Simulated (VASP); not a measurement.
Wanted: the native input for a VASP 6.6.1 run.

* Task: single point
* Functional: LDA
* Potentials or basis: VASP PAW LDA potentials, release 64 (Bi_d, Br, O)
* Cutoff: 520 eV
* k mesh: 8 × 8 × 4
* Occupations: gaussian, width 0.05 eV
* Spin: no spin polarisation
* Dipole correction: no
* Further INCAR settings: ALGO = Normal; EDIFF = 1e-06; NBANDS = 37

The structure of BiBrO lies in POSCAR:

```
BiBrO
1.0
    3.9473000000      0.0000000000      0.0000000000
    0.0000000000      3.9473000000      0.0000000000
    0.0000000000      0.0000000000      7.4924000000
Bi Br O
2 2 2
Direct
    0.0000000000      0.5000000000      0.1575579020
    0.5000000000      0.0000000000      0.8424420980
    0.0000000000      0.5000000000      0.6517216503
    0.5000000000      0.0000000000      0.3482783497
    0.0000000000      0.0000000000      0.0000000000
    0.5000000000      0.5000000000      0.0000000000
```

One way to write it, as run:

INCAR

```
SYSTEM = BiBrO
PREC     = Accurate       ! precision mode
ENCUT    = 520            ! plane-wave cutoff, eV
EDIFF    = 1E-6           ! SCF threshold, eV
ISMEAR   = 0              ! smearing method
SIGMA    = 0.05           ! smearing width, eV
LREAL    = .FALSE.        ! projectors in reciprocal space
LASPH    = .TRUE.         ! aspherical terms in the spheres
NELM     = 60             ! most SCF steps
ALGO     = Normal         ! electronic algorithm
ISIF     = 2              ! what is computed and relaxed
LWAVE    = .FALSE.        ! write WAVECAR
LCHARG   = .FALSE.        ! write CHGCAR
NBANDS   = 37             ! bands
```

KPOINTS

```
regular mesh
0
G
  8 8 4
  0 0 0
```

Potentials or basis: VASP PAW LDA potentials, release 64 (Bi_d, Br, O).

Run with:

```console
$ cat potpaw_LDA.64/Bi_d/POTCAR potpaw_LDA.64/Br/POTCAR potpaw_LDA.64/O/POTCAR > POTCAR
$ mpirun -np 1 vasp_std > vasp.out
```

Results of the run:

```json
{
 "Pressure": "1.1 GPa",
 "Largest force": "0.574 eV/Å",
 "Band gap on the k mesh": "1.81 eV (least direct gap 1.94 eV)"
}
```

Caveat: spin-orbit coupling is left out, which moves the levels of the heavy elements.

Run time: 2.1 min on 1 thread of Intel(R) Xeon(R) Platinum 8488C (Sapphire Rapids), with other jobs on the host, peak memory 0.29 GiB.
